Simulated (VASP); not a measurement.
Write the native input for VASP 6.6.1 that does the following.

| Property | Result |
| --- | --- |
| Task | electric field gradients |
| Functional | PBEsol |
| Potentials or basis | VASP PAW PBE potentials, release 64 (Ti_sv, N) |
| Cutoff | 520 eV |
| k mesh | 17 × 17 × 17 |
| Occupations | fermi-dirac, width 0.05 eV |
| Spin | no spin polarisation |
| Dipole correction | no |
| Further INCAR settings | ALGO = Normal; EDIFF = 1e-08; NBANDS = 16 |

The structure of TiN lies in POSCAR:

```
TiN
1.0
    0.0000000000      2.1290498857      2.1290498857
    2.1290498857      0.0000000000      2.1290498857
    2.1290498857      2.1290498857      0.0000000000
Ti N
1 1
Direct
    0.0000000000      0.0000000000      0.0000000000
    0.5000000000      0.5000000000      0.5000000000
```

This cell differs from its parent crystal: volume scaled by 1.01.

One way to write it, as run:

INCAR

```
SYSTEM = TiN
PREC = Accurate
ENCUT = 520
EDIFF = 1E-8
ISMEAR = -1
SIGMA = 0.05
LREAL = .False.
LASPH = .True.
NELM = 80
ALGO = Normal
ISIF = 2
LWAVE = .False.
LCHARG = .False.
GGA = PS
LEFG = .True.
NBANDS = 16
```

KPOINTS

```
Automatic mesh
0
Gamma
  17 17 17
  0 0 0
```

Potentials or basis: VASP PAW PBE potentials, release 64 (Ti_sv, N).

The run is started by

```sh
$ cat potpaw_PBE.64/Ti_sv/POTCAR potpaw_PBE.64/N/POTCAR > POTCAR
$ mpirun -np 1 vasp_std > vasp.out
```

Results of the run:

```yaml
Pressure: -10.2 GPa
```

Caveat: without QUAD_EFG the Cq values of the log hold for a quadrupole moment of 1 mb, not for the nuclei; the PAW data sets were made with another functional, which shifts forces and pressure a little.

Run time: 39 s on 1 thread of AMD EPYC 9R45 96-Core Processor (Zen 5), on a shared host, peak memory 0.14 GiB.
